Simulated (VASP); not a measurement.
Write the native input for VASP 6.6.1 that does the following.

- Task: relaxation of cell and atoms
- Functional: PBE
- Potentials or basis: VASP PAW PBE potentials, release 64 (C)
- Cutoff: 600 eV
- k mesh: 8 × 8 × 8
- Occupations: gaussian, width 0.1 eV
- Spin: no spin polarisation
- Dipole correction: no
- Further INCAR settings: ALGO = Normal; EDIFF = 1e-07; IBRION = 2; EDIFFG = -0.04; NSW = 90; ISIF = 3

The structure of C lies in POSCAR:

```
C
1.0
    2.2594533100      0.0000000000      0.0000000000
    0.0000000000      2.2594533100      0.0000000000
    0.0000000000      0.0000000000      2.0660581900
C
2
Direct
    0.5000000000      0.0000000000      0.9975093800
    0.0000000000      0.5000000000      0.0024906200
```

One way to write it, as run:

INCAR

```
SYSTEM = C
ALGO = Normal
EDIFF = 1E-7
EDIFFG = -0.04
ENCUT = 600
GGA = PE
GGA_COMPAT = .FALSE.
IBRION = 2
ISIF = 3
ISMEAR = 0
LASPH = .TRUE.
LCHARG = .FALSE.
LREAL = .FALSE.
LWAVE = .FALSE.
NELM = 120
NELMIN = 4
NSW = 90
PREC = Accurate
SIGMA = 0.1
```

KPOINTS

```
k-points
0
G
  8 8 8
  0 0 0
```

Potentials or basis: VASP PAW PBE potentials, release 64 (C).

Run with:

```sh
$ cat potpaw_PBE.64/C/POTCAR > POTCAR
$ mpirun -np 1 vasp_std > vasp.out
```

Results of the run:

```json
{"Relaxed volume": "5.78 Å³/atom", "Relaxed cell": "a = 2.401 Å, b = 2.401 Å, c = 2.004 Å, α = 90.00°, β = 90.00°, γ = 90.00°", "Space group after relaxing (to 0.05 Å)": "P4/mmm (No. 123)", "Energy gained by relaxing": "159.3 meV/atom", "Ionic steps": "9", "Pressure after relaxing": "0.0 GPa", "Largest force after relaxing": "0.014 eV/Å", "Band gap on the k mesh": "zero (band 4 reaches 14.89 eV, above the bottom of band 5 at 6.08 eV)"}
```

Caveat: the k points lie up to 0.39 Å⁻¹ apart in the final cell.

It took 16 s on 1 thread of Intel(R) Xeon(R) 6975P-C (Granite Rapids), on a shared host, peak memory 0.11 GiB.
